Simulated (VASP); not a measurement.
# BN (Cmcm) in VASP: a series of runs

BN is run at these levels: LDA; tasks: single point.

All numbers are computed with VASP 6.6.1; they aren't measurements. Logs are shortened: lines on timing, memory, paths and dates and some standing lists are left out, and cuts for length are marked.

## (1) The cell of the first run

The structure is orthorhombic, space group Cmcm (No. 63). Conventional cell: a = 2.671 Å, b = 4.310 Å, c = 6.257 Å, α = 90.00°, β = 90.00°, γ = 90.00°. B (site symmetry m2m) has 3 N at 1.45 to 1.51 Å within 1.9 Å. Within 1.9 Å of N (site symmetry m2m) lie 3 B at 1.45 to 1.51 Å.

## (2) Single point, LDA (normal strain along x +0.0733, normal strain along z -0.0367)

INCAR

```
ALGO = Normal
EDIFF = 1E-7
ENCUT = 520
ISIF = 2
ISMEAR = 0
LASPH = True
LCHARG = False
LREAL = False
LWAVE = False
NBANDS = 16
NELM = 80
PREC = Accurate
SIGMA = 0.05
```

KPOINTS

```
k-points
0
Gamma
  12 12 4
```

POSCAR

```
BN
1.0
    2.6707478959      0.0000000000      0.0000000000
   -1.3353739480      2.1549757989      0.0000000000
    0.0000000000      0.0000000000      6.2568950294
B N
2 2
Direct
    0.3464950324      0.6929900648      0.2500000000
    0.6535049676      0.3070099352      0.7500000000
    0.3166505471      0.6333010941      0.7500000000
    0.6833494529      0.3666989059      0.2500000000
```

Potentials or basis: VASP PAW LDA potentials, release 64 (B, N).

The run is started by

```
$ cat potpaw_LDA.64/B/POTCAR potpaw_LDA.64/N/POTCAR > POTCAR
$ mpirun -np 1 vasp_std > vasp.out
```

OUTCAR:

```text
EDIFF = 1E-7
   ENCUT = 520
   ISIF = 2
   ISMEAR = 0
   LASPH = True
   LREAL = False
   NELM = 80
   PREC = Accurate

 ion  position               nearest neighbor table
   1  0.346  0.693  0.250-   4 1.45   4 1.51   4 1.51
   2  0.654  0.307  0.750-   3 1.45   3 1.51   3 1.51
   3  0.317  0.633  0.750-   2 1.45   2 1.51   2 1.51
   4  0.683  0.367  0.250-   1 1.45   1 1.51   1 1.51

  Warning from LATTYP: Monoclinic adjustment (A1->A3, A2->A1, A3->A2)!
  LATTYP: Found a base centered orthorhombic cell.
 ALAT       =     2.6707478959
 B/A-ratio  =     1.6137620494
 C/A-ratio  =     2.3427501484

  Lattice vectors:

 A1 = (   1.3353739480,  -2.1549757989,   0.0000000000)
 A2 = (   1.3353739479,   2.1549757989,   0.0000000000)
 A3 = (   0.0000000000,   0.0000000000,   6.2568950294)

Analysis of symmetry for initial positions (statically):
=====================================================================
 Subroutine PRICEL returns:
 Original cell was already a primitive cell.

 Routine SETGRP: Setting up the symmetry group for a
 base centered orthorhombic supercell.

 Subroutine GETGRP returns: Found  8 space group operations
 (whereof  4 operations were pure point group operations)
 out of a pool of  8 trial point group operations.

The static configuration has the point symmetry C_2h.
 The point group associated with its full space group is D_2h.

Analysis of symmetry for dynamics (positions and initial velocities):
=====================================================================
 Subroutine PRICEL returns:
 Original cell was already a primitive cell.

 Routine SETGRP: Setting up the symmetry group for a
 base centered orthorhombic supercell.

 Subroutine GETGRP returns: Found  8 space group operations
 (whereof  4 operations were pure point group operations)
 out of a pool of  8 trial point group operations.

The dynamic configuration has the point symmetry C_2h.
 The point group associated with its full space group is D_2h.

 Subroutine INISYM returns: Found  8 space group operations
 (whereof  4 operations are pure point group operations),
 and found     1 'primitive' translations

----------------------------------------------------------------------------------------

                                     Primitive cell

  volume of cell :      36.0109

  direct lattice vectors                    reciprocal lattice vectors
     2.670747896  0.000000000  0.000000000     0.374426954  0.232021167  0.000000000
    -1.335373948  2.154975799  0.000000000     0.000000000  0.464042334  0.000000000
     0.000000000  0.000000000  6.256895029     0.000000000  0.000000000  0.159823682

  length of vectors
     2.670747896  2.535181310  6.256895029     0.440487646  0.464042334  0.159823682

  position of ions in fractional coordinates (direct lattice)
     0.346495032  0.692990065  0.250000000
     0.653504968  0.307009935  0.750000000
     0.316650547  0.633301094  0.750000000
     0.683349453  0.366698906  0.250000000

  ion indices of the primitive-cell ions
   primitive index   ion index
                 1           1
                 2           2
                 3           3
                 4           4

----------------------------------------------------------------------------------------

 KPOINTS: k-points

Automatic generation of k-mesh.
 Grid dimensions read from file:
 generate k-points for:   12   12    4

 Generating k-lattice:

  Cartesian coordinates                     Fractional coordinates (reciprocal lattice)
     0.031202246  0.019335097  0.000000000     0.083333333 -0.000000000  0.000000000
     0.000000000  0.038670195  0.000000000     0.000000000  0.083333333  0.000000000
     0.000000000  0.000000000  0.039955920     0.000000000  0.000000000  0.250000000

  Length of vectors
     0.036707304  0.038670195  0.039955920

  Shift w.r.t. Gamma in fractional coordinates (k-lattice)
     0.000000000  0.000000000  0.000000000

 Subroutine IBZKPT returns following result:
 ===========================================

 Found    129 irreducible k-points:

 Following reciprocal coordinates:
            Coordinates               Weight
  0.000000  0.000000  0.000000      1.000000
  0.083333 -0.000000  0.000000      4.000000
  0.166667 -0.000000  0.000000      4.000000
  0.250000 -0.000000  0.000000      4.000000
  0.333333 -0.000000  0.000000      4.000000
  0.416667 -0.000000  0.000000      4.000000
[... 16 lines left out ...]
  0.333333  0.166667  0.000000      4.000000
  0.416667  0.166667  0.000000      4.000000
 [... further k-points ...]
   k-points           NKPTS =    129   k-points in BZ     NKDIM =    129   number of bands    NBANDS=     16
   number of dos      NEDOS =    301   number of ions     NIONS =      4
   total plane-waves  NPLWV =  19200
   dimension x,y,z NGX =    20 NGY =   20 NGZ =   48
   dimension x,y,z NGXF=    40 NGYF=   40 NGZF=   96
   ions per type =               2   2
   NGX,Y,Z   is equivalent  to a cutoff of  12.45, 13.12, 12.75 a.u.
   NGXF,Y,Z  is equivalent  to a cutoff of  24.90, 26.23, 25.51 a.u.
 SYSTEM =  unknown system
   PREC   = accura    normal or accurate (medium, high low for compatibility)
   ISTART =      0    job   : 0-new  1-cont  2-samecut
   ICHARG =      2    charge: 1-file 2-atom 10-const
   ISPIN  =      1    spin polarized calculation?
   LNONCOLLINEAR =      F non collinear calculations
   LSORBIT =      F    spin-orbit coupling
   LASPH  =      T    aspherical Exc in radial PAW
   ENCUT  =  520.0 eV  38.22 Ry    6.18 a.u.   4.97  4.71 11.63*2*pi/ulx,y,z
   NELM   =     80;   NELMIN=  2; NELMDL= -5     # of ELM steps
   EDIFF  = 0.1E-06   stopping-criterion for ELM
   LREAL  =      F    real-space projection
   EDIFFG = 0.1E-05   stopping-criterion for IOM
   NSW    =      0    number of steps for IOM
   IBRION =     -1    ionic relax: 0-MD 1-quasi-New 2-CG
   NFREE  =      0    steps in history (QN), initial steepest desc. (CG)
   ISIF   =      2    stress and relaxation
   ISYM   =      2    0-nonsym 1-usesym 2-fastsym
   POTIM  = 0.5000    time-step for ionic-motion
   TEBEG  =    0.0;   TEEND  =   0.0 temperature during run
   PSTRESS=    0.0 pullay stress
   NELECT =      16.0000    total number of electrons
   NUPDOWN=      -1.0000    fix difference up-down
   EMIN   =  10.00;   EMAX   =-10.00  energy-range for DOS
   EFERMI =   0.00;   METHOD = LEGACY
   ISMEAR =     0;   SIGMA  =   0.05  broadening in eV -4-tet -1-fermi 0-gaus
   EFERMI_NEDOS =   21; number of points for ismear=-14 and -15
   IALGO  =     38    algorithm
   IMIX   =      4    mixing-type and parameters
     AMIX     =   0.40;   BMIX     =  1.00
     AMIX_MAG =   1.60;   BMIX_MAG =  1.00
  volume/ion in A,a.u.               =       9.00        60.75
  Fermi-wavevector in a.u.,A,eV,Ry     =   1.249214  2.360672 21.232369  1.560535
  Thomas-Fermi vector in A             =   2.383265
   LORBIT       =      0    0 simple, 1 ext, 2 COOP (PROOUT), +10 PAW based schemes
   GGA     = CA    functional components
   LHFCALC =     F    Hartree Fock is set to
   AEXX    =    0.0000 exact exchange contribution
   IVDW    =     0    specifies the selected vdW correction
   LEPSILON=     F    determine dielectric tensor
   LRPA    =     F    only Hartree local field effects (RPA)
 non-spin polarized calculation
 Gauss-broadening in eV      SIGMA  =   0.05
  energy-cutoff  :      520.00
  volume of cell :       36.01
 maximum number of plane-waves:       984
   NGX =  9   NGY =  9   NGZ = 23

 number of electron      15.9999999 magnetization

 Free energy of the ion-electron system (eV)
  ---------------------------------------------------
  ext. energy  EPLUGINS =         0.00000000
  ---------------------------------------------------
  free energy    TOTEN  =       -38.12516219 eV

  energy without entropy =      -38.12516219  energy(sigma->0) =      -38.12516219

 E-fermi :   2.8225     XC(G=0): -10.6991

 val. band max:        2.5201541852   @ k =   0.1667   0.4167   0.0000
 cond. band min:       6.1390338978   @ k =   0.5000  -0.0000   0.0000
 fundamental gap:      3.6188797125
 Fermi energy:         2.8224684122

 k-point     1 :       0.0000    0.0000    0.0000
  band No.  band energies     occupation
      1     -14.9035      2.00000
      2     -14.4082      2.00000
      3      -3.9327      2.00000
      4      -0.9655      2.00000
      5       0.6012      2.00000
      6       0.6899      2.00000
[... 8 lines left out ...]
     15      14.0875      0.00000
     16      14.7794      0.00000

 k-point     2 :       0.0833   -0.0000    0.0000
  band No.  band energies     occupation
      1     -14.7795      2.00000
      2     -14.2913      2.00000
      3      -3.7624      2.00000
      4      -0.8203      2.00000
      5       0.1241      2.00000
      6       0.2092      2.00000
[... 8 lines left out ...]
     15      13.7481      0.00000
     16      15.0032      0.00000

 k-point     3 :       0.1667   -0.0000    0.0000
  band No.  band energies     occupation
      1     -14.4144      2.00000
      2     -13.9483      2.00000
      3      -3.2575      2.00000
      4      -1.2101      2.00000
      5      -1.1069      2.00000
      6      -0.3957      2.00000
[... 8 lines left out ...]
     15      14.9946      0.00000
     16      15.9933      0.00000

 k-point     4 :       0.2500   -0.0000    0.0000
  band No.  band energies     occupation
      1     -13.8336      2.00000
      2     -13.4076      2.00000
      3      -2.9083      2.00000
      4      -2.7715      2.00000
      5      -2.4399      2.00000
      6      -0.3763      2.00000
[... 8 lines left out ...]
     15      16.7097      0.00000
     16      17.6883      0.00000
[... 324 lines left out ...]
 k-point    22 :       0.2500    0.1667    0.0000
  band No.  band energies     occupation
      1     -12.6656      2.00000
      2     -12.3382      2.00000
      3      -4.6357      2.00000
      4      -4.5181      2.00000
      5      -2.1032      2.00000
      6      -1.9789      2.00000
[... 8 lines left out ...]
     15      15.6835      0.00000
     16      16.6262      0.00000

 k-point    23 :       0.3333    0.1667    0.0000
  band No.  band energies     occupation
      1     -11.9955      2.00000
      2     -11.7878      2.00000
      3      -5.7019      2.00000
      4      -5.5732      2.00000
      5      -2.5665      2.00000
      6      -2.4262      2.00000
[... 8 lines left out ...]
     15      15.5809      0.00000
     16      17.9041      0.00000

 k-point    24 :       0.4167    0.1667    0.0000
  band No.  band energies     occupation
      1     -11.7344      2.00000
      2     -11.6264      2.00000
      3      -6.0275      2.00000
      4      -5.9018      2.00000
      5      -2.7794      2.00000
      6      -2.6312      2.00000
[... 8 lines left out ...]
     15      16.3690      0.00000
     16      19.4079      0.00000

 [... further k-points ...]
[... 5 lines left out ...]
  --------------------------------------------------------------------------------------
  -------------------------------------------------------------------------------------
  Total      -12.6066927     -2.6696285      0.1520711      0.0000000      0.0000000      0.0000000
  in kB     -560.8898582   -118.7756031      6.7658620      0.0000000      0.0000000      0.0000000
  external PRESSURE =    -224.2998664 kB  Pullay stress =       0.0000000 kB

 VOLUME and BASIS-vectors are now :
 -----------------------------------------------------------------------------
  energy-cutoff  :      520.00
  volume of cell :       36.01
      direct lattice vectors                 reciprocal lattice vectors
     2.670747896  0.000000000  0.000000000     0.374426954  0.232021167  0.000000000
    -1.335373948  2.154975799  0.000000000     0.000000000  0.464042334  0.000000000
     0.000000000  0.000000000  6.256895029     0.000000000  0.000000000  0.159823682

 POSITION                                       TOTAL-FORCE (eV/Angst)
 -----------------------------------------------------------------------------------
     -0.00000      1.49338      1.56422         0.000000     -0.009664      0.000000
      1.33537      0.66160      4.69267        -0.000000      0.009664     -0.000000
      0.00000      1.36475      4.69267         0.000000     -0.009997      0.000000
      1.33537      0.79023      1.56422        -0.000000      0.009997     -0.000000
 -----------------------------------------------------------------------------------
    total drift:                               -0.000000      0.000000      0.000000

  FREE ENERGIE OF THE ION-ELECTRON SYSTEM (eV)
  ---------------------------------------------------
  free  energy   TOTEN  =       -38.1251621947 eV

  energy  without entropy=      -38.1251621947  energy(sigma->0) =      -38.12516219
```

It took 32 s on 1 thread of Intel Xeon Platinum 8559C (Emerald Rapids), shared host; peak memory 0.17 GiB.

What came out:

| Property | Result |
| --- | --- |
| Free energy | -38.1252 eV |
| Pressure | -22.4 GPa |
| Largest force | 0.010 eV/Å |
| Band gap on the k mesh | 3.62 eV, indirect (least direct gap 3.77 eV) |

Forces on the atoms (eV/Å):
```
B    0.000 -0.010  0.000
B    0.000  0.010  0.000
N    0.000 -0.010  0.000
N    0.000  0.010  0.000
```

Levels at points of the mesh, in eV from the valence-band top:
| k point | band 5 | band 6 | band 7 | band 8 | band 9 | band 10 | band 11 | band 12 |
| --- | --- | --- | --- | --- | --- | --- | --- | --- |
| (0.00, 0.00, 0.00) | -1.92 | -1.83 | -1.43 | -1.36 | 5.05 | 9.61 | 9.95 | 10.03 |
| (0.50, 0.00, 0.00) | -3.89 | -3.77 | -2.05 | -0.65 | 3.62 | 5.27 | 9.01 | 9.44 |
| (0.00, 0.50, 0.00) | -4.97 | -4.83 | -1.53 | -0.06 | 3.71 | 5.61 | 7.31 | 7.40 |
| (0.00, 0.00, 0.50) | -1.87 | -1.87 | -1.39 | -1.39 | 7.55 | 7.55 | 10.07 | 10.07 |
| (0.50, 0.00, 0.50) | -3.83 | -3.83 | -1.27 | -1.27 | 4.03 | 4.03 | 9.50 | 9.50 |
| (0.00, 0.50, 0.50) | -4.90 | -4.90 | -0.76 | -0.76 | 4.33 | 4.33 | 7.48 | 7.48 |

Caveat: the cell differs from its parent crystal (normal strain along x +0.0733, normal strain along z -0.0367).

## (3) Single point, LDA (normal strain along x -0.0367, normal strain along z +0.0733)

INCAR

```
SYSTEM = BN
PREC     = Accurate       ! precision mode
ENCUT    = 520            ! plane-wave cutoff, eV
EDIFF    = 1E-6           ! SCF threshold, eV
ISMEAR   = 0              ! smearing method
SIGMA    = 0.05           ! smearing width, eV
LREAL    = .FALSE.        ! projectors in reciprocal space
LASPH    = .TRUE.         ! aspherical terms in the spheres
NELM     = 100            ! most SCF steps
ALGO     = Normal         ! electronic algorithm
ISIF     = 2              ! what is computed and relaxed
LWAVE    = .FALSE.        ! write WAVECAR
LCHARG   = .TRUE.         ! write CHGCAR
LELF     = .TRUE.         ! ELF
LVHAR    = .TRUE.       
NBANDS   = 16             ! bands
```

KPOINTS

```
regular mesh
0
G
  12 12 4
  0 0 0
```

POSCAR

```
BN
1.0
    2.3970292072      0.0000000000      0.0000000000
   -1.1985146036      2.1549757989      0.0000000000
    0.0000000000      0.0000000000      6.9713748937
B N
2 2
Direct
    0.3269057989      0.6538115977      0.2500000000
    0.6730942011      0.3461884023      0.7500000000
    0.3428837407      0.6857674814      0.7500000000
    0.6571162593      0.3142325186      0.2500000000
```

Potentials or basis: VASP PAW LDA potentials, release 64 (B, N).

The run is started by

```
$ cat potpaw_LDA.64/B/POTCAR potpaw_LDA.64/N/POTCAR > POTCAR
$ mpirun -np 1 vasp_std > vasp.out
```

It took 34 s on 1 thread of Intel Xeon Platinum 8559C (Emerald Rapids), shared host; peak memory 0.17 GiB.

Results (log left out):

```yaml
Free_energy: -38.4161 eV
Pressure: 14.5 GPa
Largest_force: 0.004 eV/Å
Band_gap_on_the_k_mesh: 4.12 eV, indirect (least direct gap 4.70 eV)
```

Forces on the atoms (eV/Å):
```
B    0.000 -0.004  0.000
B    0.000  0.004  0.000
N    0.000 -0.004  0.000
N    0.000  0.004  0.000
```

Stress tensor (GPa, compression positive):
```
35.49  0.00  0.00
 0.00  9.45  0.00
 0.00  0.00 -1.41
```

Levels at points of the mesh, in eV from the valence-band top:
```tsv
k point	band 4	band 5	band 6	band 7	band 8	band 9	band 10	band 11	band 12	band 13
(0.00, 0.00, 0.00)	-4.81	-1.53	-1.51	-0.96	-0.95	4.57	9.52	11.59	11.86	12.31
(0.50, 0.00, 0.00)	-9.05	-4.50	-4.46	-1.31	-0.51	4.34	5.58	9.83	10.38	12.44
(0.00, 0.50, 0.00)	-9.25	-3.77	-3.73	-1.58	-0.84	4.12	5.23	10.43	11.62	12.14
(0.00, 0.00, 0.50)	-5.75	-1.52	-1.52	-0.96	-0.96	6.75	6.75	11.78	11.78	12.34
(0.50, 0.00, 0.50)	-9.08	-4.48	-4.48	-0.91	-0.91	4.81	4.81	10.26	10.26	13.35
(0.00, 0.50, 0.50)	-9.27	-3.75	-3.75	-1.20	-1.20	4.50	4.50	11.33	11.33	13.21
```

Caveat: the cell differs from its parent crystal (normal strain along x -0.0367, normal strain along z +0.0733). A k mesh can miss the band edges.
